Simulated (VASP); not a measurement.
Here is a VASP 6.6.1 calculation.

INCAR

```
  PREC = Accurate
  ENCUT = 520
  EDIFF = 1E-6
  ISMEAR = -1
  SIGMA = 0.05
  LREAL = F
  LASPH = T
  NELM = 60
  ALGO = Normal
  ISIF = 2
  LWAVE = F
  LCHARG = T
  GGA = PS
  IVDW = 13
  LELF = T
  LVHAR = T
  NBANDS = 16
```

The input KPOINTS:

```
Automatic mesh
0
Gamma
  11 11 6
```

POSCAR

```
Ir
1.0
    2.7066798000      0.0000000000      0.0000000000
   -1.3533399000      2.3440534667      0.0000000000
    0.0000000000      0.0000000000      4.3890849388
Ir
2
Direct
    0.3333333333      0.6666666667      0.2500000000
    0.6666666667      0.3333333333      0.7500000000
```

Potentials or basis: VASP PAW PBE potentials, release 64 (Ir).

Run with:

```bash
$ cat potpaw_PBE.64/Ir/POTCAR > POTCAR
$ mpirun -np 1 vasp_std > vasp.out
```

(1) Predict the dispersion energy per atom.

(2) Estimate the pressure.

(3) Estimate the band gap on the k mesh.

Answers

(1) -0.546 eV.

(2) 1.1 GPa.

(3) zero (bands 9 and 10 overlap by 3.36 eV).

Caveat: the PAW data sets were made with another functional, which shifts forces and pressure a little; spin-orbit coupling is left out, which moves the levels of the heavy elements.
